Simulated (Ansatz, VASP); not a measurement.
## Ta in VASP and in Ansatz

POSCAR

```
Ta
1.0
    2.9259273257      0.0000000000      0.0000000000
   -1.4629636679      2.5339274007      0.0000000000
    0.0000000000      0.0000000000      5.2117941781
Ta
2
Direct
    0.6666666667      0.3333333333      0.7500000000
    0.3333333333      0.6666666667      0.2500000000
```

Contents of INCAR.step1:

```
SYSTEM = Ta
  PREC = Accurate
  ENCUT = 520
  ISMEAR = 1
  SIGMA = 0.1
  LREAL = .False.
  LASPH = .True.
  NELM = 60
  NBANDS = 18
  GGA = PE
  ALGO = Normal
  EDIFF = 1E-4
  LWAVE = .True.
  LCHARG = .False.
```

Contents of INCAR.step2:

```
SYSTEM = Ta
  PREC = Accurate
  ENCUT = 520
  EDIFF = 1E-7
  ISMEAR = 1
  SIGMA = 0.1
  LREAL = .False.
  LASPH = .True.
  NELM = 60
  ALGO = Normal
  ISIF = 2
  LWAVE = .False.
  LCHARG = .False.
  METAGGA = R2SCAN
  LMIXTAU = .True.
  NBANDS = 18
  ISTART = 1
```

The input KPOINTS:

```
Automatic mesh
0
Gamma
  11 11 6
  0 0 0
```

Input for Ansatz:

```yaml
crystal:
  lattice:
    - [2.9259273257061533, 0.0, 0.0]
    - [-1.4629636678971318, 2.5339274007030004, 0.0]
    - [0.0, 0.0, 5.211794178077722]
  atoms:
    - { symbol: Ta, position: [0.6666666666666666, 0.3333333333333333, 0.75] }
    - { symbol: Ta, position: [0.3333333333333333, 0.6666666666666666, 0.25] }
basis:
  ecutwfc: 653.073269903712
kpoints:
  mp_grid:
    grid: [11, 11, 6]
hamiltonian:
  xc: r2scan
scf:
  occupations:
    method: methfessel_paxton
    width: 0.1
output:
  stress: true
```

Alike in both runs: task single point; functional r2SCAN; k mesh 11 × 11 × 6; occupations methfessel-paxton of order 1, width 0.1 eV; no spin polarisation.

|  | VASP | Ansatz |
| --- | --- | --- |
| version | VASP 6.6.1 | Ansatz 0.2.0 |
| potentials or method | VASP PAW PBE potentials, release 64 (Ta_pv), cutoff 520 eV | plane waves, PAW |
| valence electrons in the cell | 22 | 26 |

|  | VASP | Ansatz | Ansatz less VASP |
| --- | --- | --- | --- |
| pressure (GPa) | -8.0 | -8.4 | -0.45 |
| traceless stress, the component that is largest in VASP (GPa) | 0.63 | 0.57 | -0.064 |

VASP's potentials were made for PBE, not for r2SCAN. With one functional, cell and mesh, what is left measures potentials, basis and numerics. VASP's potentials hold 22 valence electrons a cell and Ansatz's 26, so a difference there can come from the potentials and not from the codes.

Spin-orbit coupling is off throughout.
